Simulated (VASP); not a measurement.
# Ge3N4 (P6_3/m) in VASP: notebook

Ge3N4 is run at these levels: PBE; tasks: single point, relaxation of cell and atoms.

Program: VASP 6.6.1. These are calculated values, not measurements. Logs are shortened: lines on timing, memory, paths and dates and some standing lists are left out, and cuts for length are marked.

**1. The cell of the first run**

It takes space group P6_3/m (No. 176, hexagonal). Conventional cell: a = 8.129 Å, b = 8.129 Å, c = 3.114 Å, α = 90.00°, β = 90.00°, γ = 120.00°. Ge (site symmetry m) has 4 N at 1.85 to 1.86 Å within 2.5 Å. Within 2.5 Å of N (site symmetry -6) lie 3 Ge at 1.85 Å. N (site symmetry m) has 3 Ge at 1.86 Å within 2.5 Å.

**2. Single point, PBE**

The input, INCAR:

```
SYSTEM = Ge3N4
ALGO = Normal ; EDIFF = 1E-6
ENCUT = 600 ; GGA = PE
GGA_COMPAT = .False. ; ISIF = 2
ISMEAR = 0 ; LASPH = .True.
LCHARG = .False. ; LREAL = .False.
LWAVE = .False. ; NBANDS = 75
NELM = 120 ; PREC = Accurate
SIGMA = 0.02
```

The input, KPOINTS:

```
k-points
0
Gamma
  6 6 8
  0 0 0
```

The input, POSCAR:

```
Ge3N4
1.0
    8.1292685526      0.0000000029      0.0000000000
   -4.0646342788      7.0401530793      0.0000000000
    0.0000000000      0.0000000000      3.1142614509
Ge N
6 8
Direct
    0.8290651797      0.2353085579      0.7500000000
    0.5937566218      0.8290651797      0.2500000000
    0.2353085579      0.4062433782      0.2500000000
    0.7646914421      0.5937566218      0.7500000000
    0.4062433782      0.1709348203      0.7500000000
    0.1709348203      0.7646914421      0.2500000000
    0.6666666667      0.3333333333      0.7500000000
    0.3333333333      0.6666666667      0.2500000000
    0.6695284215      0.9724962799      0.7500000000
    0.6970321416      0.6695284215      0.2500000000
    0.9724962799      0.3029678584      0.2500000000
    0.0275037201      0.6970321416      0.7500000000
    0.3304715785      0.0275037201      0.2500000000
    0.3029678584      0.3304715785      0.7500000000
```

Potentials or basis: VASP PAW PBE potentials, release 64 (Ge_d, N).

On the command line:

```bash
$ cat potpaw_PBE.64/Ge_d/POTCAR potpaw_PBE.64/N/POTCAR > POTCAR
$ mpirun -np 1 vasp_std > vasp.out
```

OUTCAR:

```text
SYSTEM = Ge3N4
   EDIFF = 1E-6
   ENCUT = 600
   GGA = PE
   ISIF = 2
   ISMEAR = 0
   LASPH = .True.
   LREAL = .False.
   NELM = 120
   PREC = Accurate

 ion  position               nearest neighbor table
   1  0.829  0.235  0.750-   7 1.85  11 1.86  11 1.86   9 1.86
   2  0.594  0.829  0.250-   8 1.85   9 1.86   9 1.86  10 1.86
   3  0.235  0.406  0.250-   8 1.85  14 1.86  14 1.86  11 1.86
   4  0.765  0.594  0.750-   7 1.85  10 1.86  10 1.86  12 1.86
   5  0.406  0.171  0.750-   7 1.85  13 1.86  13 1.86  14 1.86
   6  0.171  0.765  0.250-   8 1.85  12 1.86  12 1.86  13 1.86
   7  0.667  0.333  0.750-   1 1.85   5 1.85   4 1.85
   8  0.333  0.667  0.250-   6 1.85   2 1.85   3 1.85
   9  0.670  0.972  0.750-   2 1.86   2 1.86   1 1.86
  10  0.697  0.670  0.250-   4 1.86   4 1.86   2 1.86
  11  0.972  0.303  0.250-   1 1.86   1 1.86   3 1.86
  12  0.028  0.697  0.750-   6 1.86   6 1.86   4 1.86
  13  0.330  0.028  0.250-   5 1.86   5 1.86   6 1.86
  14  0.303  0.330  0.750-   3 1.86   3 1.86   5 1.86

  LATTYP: Found a hexagonal cell.
 ALAT       =     8.1292685526
 C/A-ratio  =     0.3830924555

  Lattice vectors:

 A1 = (   8.1292685526,   0.0000000029,   0.0000000000)
 A2 = (  -4.0646342788,   7.0401530793,   0.0000000000)
 A3 = (   0.0000000000,   0.0000000000,   3.1142614509)

Analysis of symmetry for initial positions (statically):
=====================================================================
 Subroutine PRICEL returns:
 Original cell was already a primitive cell.

 Routine SETGRP: Setting up the symmetry group for a
 hexagonal supercell.

 Subroutine GETGRP returns: Found 12 space group operations
 (whereof  6 operations were pure point group operations)
 out of a pool of 24 trial point group operations.

The static configuration has the point symmetry S_6 .
 The point group associated with its full space group is C_6h.

Analysis of symmetry for dynamics (positions and initial velocities):
=====================================================================
 Subroutine PRICEL returns:
 Original cell was already a primitive cell.

 Routine SETGRP: Setting up the symmetry group for a
 hexagonal supercell.

 Subroutine GETGRP returns: Found 12 space group operations
 (whereof  6 operations were pure point group operations)
 out of a pool of 24 trial point group operations.

The dynamic configuration has the point symmetry S_6 .
 The point group associated with its full space group is C_6h.

 Subroutine INISYM returns: Found 12 space group operations
 (whereof  6 operations are pure point group operations),
 and found     1 'primitive' translations

----------------------------------------------------------------------------------------

                                     Primitive cell

  volume of cell :     178.2332

  direct lattice vectors                    reciprocal lattice vectors
     8.129268553  0.000000003  0.000000000     0.123012297  0.071021183  0.000000000
    -4.064634279  7.040153079  0.000000000    -0.000000000  0.142042366  0.000000000
     0.000000000  0.000000000  3.114261451     0.000000000  0.000000000  0.321103419

  length of vectors
     8.129268553  8.129268553  3.114261451     0.142042366  0.142042366  0.321103419

  position of ions in fractional coordinates (direct lattice)
     0.829065180  0.235308558  0.750000000
     0.593756622  0.829065180  0.250000000
     0.235308558  0.406243378  0.250000000
     0.764691442  0.593756622  0.750000000
     0.406243378  0.170934820  0.750000000
     0.170934820  0.764691442  0.250000000
     0.666666667  0.333333333  0.750000000
     0.333333333  0.666666667  0.250000000
     0.669528421  0.972496280  0.750000000
     0.697032142  0.669528421  0.250000000
     0.972496280  0.302967858  0.250000000
     0.027503720  0.697032142  0.750000000
     0.330471579  0.027503720  0.250000000
     0.302967858  0.330471579  0.750000000

  ion indices of the primitive-cell ions
   primitive index   ion index
                 1           1
                 2           2
                 3           3
                 4           4
                 5           5
                 6           6
                 7           7
                 8           8
                 9           9
                10          10
                11          11
                12          12
                13          13
                14          14

----------------------------------------------------------------------------------------

 KPOINTS: k-points

Automatic generation of k-mesh.
 Grid dimensions read from file:
 generate k-points for:    6    6    8

 Generating k-lattice:

  Cartesian coordinates                     Fractional coordinates (reciprocal lattice)
     0.020502050  0.011836864  0.000000000     0.166666667  0.000000000  0.000000000
    -0.000000000  0.023673728  0.000000000    -0.000000000  0.166666667  0.000000000
     0.000000000  0.000000000  0.040137927     0.000000000  0.000000000  0.125000000

  Length of vectors
     0.023673728  0.023673728  0.040137927

  Shift w.r.t. Gamma in fractional coordinates (k-lattice)
     0.000000000  0.000000000  0.000000000

 Subroutine IBZKPT returns following result:
 ===========================================

 Found     40 irreducible k-points:

 Following reciprocal coordinates:
            Coordinates               Weight
  0.000000  0.000000  0.000000      1.000000
  0.166667  0.000000  0.000000      6.000000
  0.333333  0.000000  0.000000      6.000000
  0.500000  0.000000  0.000000      3.000000
  0.166667  0.166667  0.000000      6.000000
  0.333333  0.166667  0.000000      6.000000
[... 16 lines left out ...]
 -0.333333  0.500000 -0.250000     12.000000
  0.333333  0.333333  0.250000      4.000000
 [... further k-points ...]
   k-points           NKPTS =     40   k-points in BZ     NKDIM =     40   number of bands    NBANDS=     75
   number of dos      NEDOS =    301   number of ions     NIONS =     14
   total plane-waves  NPLWV = 137200
   dimension x,y,z NGX =    70 NGY =   70 NGZ =   28
   dimension x,y,z NGXF=   140 NGYF=  140 NGZF=   56
   ions per type =               6   8
   NGX,Y,Z   is equivalent  to a cutoff of  14.32, 14.32, 14.95 a.u.
   NGXF,Y,Z  is equivalent  to a cutoff of  28.63, 28.63, 29.89 a.u.
 SYSTEM =  Ge3N4
   PREC   = accura    normal or accurate (medium, high low for compatibility)
   ISTART =      0    job   : 0-new  1-cont  2-samecut
   ICHARG =      2    charge: 1-file 2-atom 10-const
   ISPIN  =      1    spin polarized calculation?
   LNONCOLLINEAR =      F non collinear calculations
   LSORBIT =      F    spin-orbit coupling
   LASPH  =      T    aspherical Exc in radial PAW
   ENCUT  =  600.0 eV  44.10 Ry    6.64 a.u.  16.24 16.24  6.22*2*pi/ulx,y,z
   NELM   =    120;   NELMIN=  2; NELMDL= -5     # of ELM steps
   EDIFF  = 0.1E-05   stopping-criterion for ELM
   LREAL  =      F    real-space projection
   EDIFFG = 0.1E-04   stopping-criterion for IOM
   NSW    =      0    number of steps for IOM
   IBRION =     -1    ionic relax: 0-MD 1-quasi-New 2-CG
   NFREE  =      0    steps in history (QN), initial steepest desc. (CG)
   ISIF   =      2    stress and relaxation
   ISYM   =      2    0-nonsym 1-usesym 2-fastsym
   POTIM  = 0.5000    time-step for ionic-motion
   TEBEG  =    0.0;   TEEND  =   0.0 temperature during run
   PSTRESS=    0.0 pullay stress
   NELECT =     124.0000    total number of electrons
   NUPDOWN=      -1.0000    fix difference up-down
   EMIN   =  10.00;   EMAX   =-10.00  energy-range for DOS
   EFERMI =   0.00;   METHOD = LEGACY
   ISMEAR =     0;   SIGMA  =   0.02  broadening in eV -4-tet -1-fermi 0-gaus
   EFERMI_NEDOS =   21; number of points for ismear=-14 and -15
   IALGO  =     38    algorithm
   IMIX   =      4    mixing-type and parameters
     AMIX     =   0.40;   BMIX     =  1.00
     AMIX_MAG =   1.60;   BMIX_MAG =  1.00
  volume/ion in A,a.u.               =      12.73        85.91
  Fermi-wavevector in a.u.,A,eV,Ry     =   1.450616  2.741267 28.630566  2.104287
  Thomas-Fermi vector in A             =   2.568208
   LORBIT       =      0    0 simple, 1 ext, 2 COOP (PROOUT), +10 PAW based schemes
   GGA     = PE    functional components
   LHFCALC =     F    Hartree Fock is set to
   AEXX    =    0.0000 exact exchange contribution
   IVDW    =     0    specifies the selected vdW correction
   LEPSILON=     F    determine dielectric tensor
   LRPA    =     F    only Hartree local field effects (RPA)
 non-spin polarized calculation
 Gauss-broadening in eV      SIGMA  =   0.02
  energy-cutoff  :      600.00
  volume of cell :      178.23
 maximum number of plane-waves:      6000
 NGX is ok and might be reduce to    70
   NGX = 33   NGY = 33   NGZ = 13

 number of electron     123.9999937 magnetization

 Free energy of the ion-electron system (eV)
  ---------------------------------------------------
  ext. energy  EPLUGINS =         0.00000000
  ---------------------------------------------------
  free energy    TOTEN  =       -94.28781908 eV

  energy without entropy =      -94.28781908  energy(sigma->0) =      -94.28781908

 E-fermi :   4.9596     XC(G=0): -10.7030

 val. band max:        4.8066600185   @ k =   0.0000   0.0000   0.0000
 cond. band min:       6.6386281896   @ k =   0.0000   0.0000   0.0000
 fundamental gap:      1.8319681712
 Fermi energy:         4.9595879555

 k-point     1 :       0.0000    0.0000    0.0000
  band No.  band energies     occupation
      1     -19.7265      2.00000
      2     -19.7018      2.00000
      3     -19.7018      2.00000
      4     -19.6979      2.00000
      5     -19.6639      2.00000
      6     -19.6639      2.00000
[... 66 lines left out ...]
     73      12.5192      0.00000
     74      12.7889      0.00000
[... 1769 lines left out ...]
     73      12.0909      0.00000
     74      12.1085      0.00000

 [... further k-points ...]

 [bands above 74 left out]

------------------------ aborting loop because EDIFF is reached ----------------------------------------

  FORCE on cell =-STRESS in cart. coord.  units (eV):
  Direction    XX          YY          ZZ          XY          YZ          ZX
  --------------------------------------------------------------------------------------
  -------------------------------------------------------------------------------------
  Total       -0.6414444     -0.6414444     -0.7567610     -0.0000007      0.0000000      0.0000000
  in kB       -5.7660840     -5.7660840     -6.8026900     -0.0000063      0.0000000      0.0000000
  external PRESSURE =      -6.1116193 kB  Pullay stress =       0.0000000 kB

 VOLUME and BASIS-vectors are now :
 -----------------------------------------------------------------------------
  energy-cutoff  :      600.00
  volume of cell :      178.23
      direct lattice vectors                 reciprocal lattice vectors
     8.129268553  0.000000003  0.000000000     0.123012297  0.071021183  0.000000000
    -4.064634279  7.040153079  0.000000000    -0.000000000  0.142042366  0.000000000
     0.000000000  0.000000000  3.114261451     0.000000000  0.000000000  0.321103419

 POSITION                                       TOTAL-FORCE (eV/Angst)
 -----------------------------------------------------------------------------------
      5.78325      1.65661      2.33570        -0.006129      0.001226      0.000000
      1.45696      5.83675      0.77857        -0.004126     -0.004695      0.000000
      0.26166      2.86002      0.77857        -0.002003      0.005921      0.000000
      3.80298      4.18014      2.33570         0.002003     -0.005921      0.000000
      2.60767      1.20341      2.33570         0.004126      0.004695      0.000000
     -1.71862      5.38354      0.77857         0.006129     -0.001226     -0.000000
      4.06463      2.34672      2.33570        -0.000000     -0.000000     -0.000000
     -0.00000      4.69344      0.77857        -0.000000     -0.000000      0.000000
      1.48993      6.84652      2.33570         0.005232     -0.005217     -0.000000
      2.94497      4.71358      0.77857         0.007134      0.001923     -0.000000
      6.67423      2.13294      0.77857        -0.001902     -0.007140      0.000000
     -2.60960      4.90721      2.33570         0.001902      0.007140      0.000000
      2.57470      0.19363      0.77857        -0.005232      0.005217      0.000000
      1.11966      2.32657      2.33570        -0.007134     -0.001923      0.000000
 -----------------------------------------------------------------------------------
    total drift:                                0.000000      0.000000      0.000000

  FREE ENERGIE OF THE ION-ELECTRON SYSTEM (eV)
  ---------------------------------------------------
  free  energy   TOTEN  =       -94.2878190845 eV

  energy  without entropy=      -94.2878190845  energy(sigma->0) =      -94.28781908
```

It took 9 min on 1 thread of AMD EPYC 9R45 (Zen 5), shared host; peak memory 0.63 GiB.

Results:

```
Free energy            : -94.2878 eV
Pressure               : -0.6 GPa
Largest force          : 0.007 eV/Å
Band gap on the k mesh : 1.83 eV, direct
```

Forces in eV/Å, atoms in the order of the input:
```
Ge  -0.006  0.001  0.000
Ge  -0.004 -0.005  0.000
Ge  -0.002  0.006  0.000
Ge   0.002 -0.006  0.000
Ge   0.004  0.005  0.000
Ge   0.006 -0.001  0.000
N    0.000  0.000  0.000
N    0.000  0.000  0.000
N    0.005 -0.005  0.000
N    0.007  0.002  0.000
N   -0.002 -0.007  0.000
N    0.002  0.007  0.000
N   -0.005  0.005  0.000
N   -0.007 -0.002  0.000
```

Levels at points of the mesh, in eV from the valence-band top:
| k point | band 59 | band 60 | band 61 | band 62 | band 63 | band 64 | band 65 | band 66 |
| --- | --- | --- | --- | --- | --- | --- | --- | --- |
| (0.00, 0.00, 0.00) | -0.86 | -0.44 | -0.22 | 0.00 | 1.83 | 3.25 | 3.25 | 3.53 |
| (0.50, 0.00, 0.00) | -1.07 | -0.50 | -0.11 | -0.05 | 2.99 | 3.20 | 3.69 | 3.74 |
| (0.00, 0.00, 0.50) | -1.17 | -1.17 | -1.16 | -1.16 | 4.22 | 4.22 | 4.22 | 4.22 |
| (0.50, 0.00, 0.50) | -1.10 | -1.10 | -0.85 | -0.85 | 3.70 | 3.70 | 4.85 | 4.85 |

**3. Single point, PBE**

The input, INCAR:

```
SYSTEM = Ge3N4
PREC = Accurate ; ENCUT = 600
EDIFF = 1E-6 ; ISMEAR = 0
SIGMA = 0.1 ; LREAL = .FALSE.
LASPH = .TRUE. ; NELM = 120
ALGO = Normal ; ISIF = 2
LWAVE = .FALSE. ; LCHARG = .TRUE.
GGA = PE ; LELF = .TRUE.
LVHAR = .TRUE. ; NBANDS = 75
GGA_COMPAT = .FALSE.
```

The input, KPOINTS:

```
regular mesh
0
G
  3 3 6
  0 0 0
```

The input, POSCAR:

```
Ge3N4
1.0
    8.1246855956      0.0000000029      0.0000000000
   -4.0623428003      7.0361841221      0.0000000000
    0.0000000000      0.0000000000      3.1136918822
Ge N
6 8
Direct
    0.8289367272      0.2351246441      0.7500000000
    0.5938120832      0.8289367272      0.2500000000
    0.2351246441      0.4061879168      0.2500000000
    0.7648753559      0.5938120832      0.7500000000
    0.4061879168      0.1710632728      0.7500000000
    0.1710632728      0.7648753559      0.2500000000
    0.6666666667      0.3333333333      0.7500000000
    0.3333333333      0.6666666667      0.2500000000
    0.6696187438      0.9723259553      0.7500000000
    0.6972927885      0.6696187438      0.2500000000
    0.9723259553      0.3027072115      0.2500000000
    0.0276740447      0.6972927885      0.7500000000
    0.3303812562      0.0276740447      0.2500000000
    0.3027072115      0.3303812562      0.7500000000
```

Potentials or basis: VASP PAW PBE potentials, release 64 (Ge_d, N).

On the command line:

```bash
$ cat potpaw_PBE.64/Ge_d/POTCAR potpaw_PBE.64/N/POTCAR > POTCAR
$ mpirun -np 1 vasp_std > vasp.out
```

Run time: 3.6 min. Hardware: 1 thread of Intel Xeon Platinum 8559C (Emerald Rapids), shared host; peak memory 0.43 GiB.

Results (log left out):

```yaml
Free_energy: -94.2823 eV
Pressure: -0.4 GPa
Largest_force: 0.006 eV/Å
Band_gap_on_the_k_mesh: 1.85 eV, direct
```

Forces on the atoms (eV/Å):
```
Ge  -0.002  0.006  0.000
Ge  -0.006  0.001  0.000
Ge   0.004  0.005  0.000
Ge  -0.004 -0.005  0.000
Ge   0.006 -0.001  0.000
Ge   0.002 -0.006  0.000
N    0.000  0.000  0.000
N    0.000  0.000  0.000
N   -0.001 -0.005  0.000
N    0.004 -0.004  0.000
N   -0.005 -0.001  0.000
N    0.005  0.001  0.000
N    0.001  0.005  0.000
N   -0.004  0.004  0.000
```

Stress tensor (GPa, compression positive):
```
-0.33  0.00  0.00
 0.00 -0.33  0.00
 0.00  0.00 -0.48
```

Levels at points of the mesh, in eV from the valence-band top:
| k point | band 58 | band 59 | band 60 | band 61 | band 62 | band 63 | band 64 | band 65 | band 66 | band 67 |
| --- | --- | --- | --- | --- | --- | --- | --- | --- | --- | --- |
| (0.00, 0.00, 0.00) | -0.86 | -0.86 | -0.44 | -0.22 | 0.00 | 1.85 | 3.26 | 3.26 | 3.54 | 3.76 |
| (0.00, 0.00, 0.50) | -1.17 | -1.17 | -1.17 | -1.16 | -1.16 | 4.24 | 4.24 | 4.24 | 4.24 | 5.63 |

A hybrid or GW would open this gap; PBE tends to underestimate it.

(Continued in part 2 of 2.)
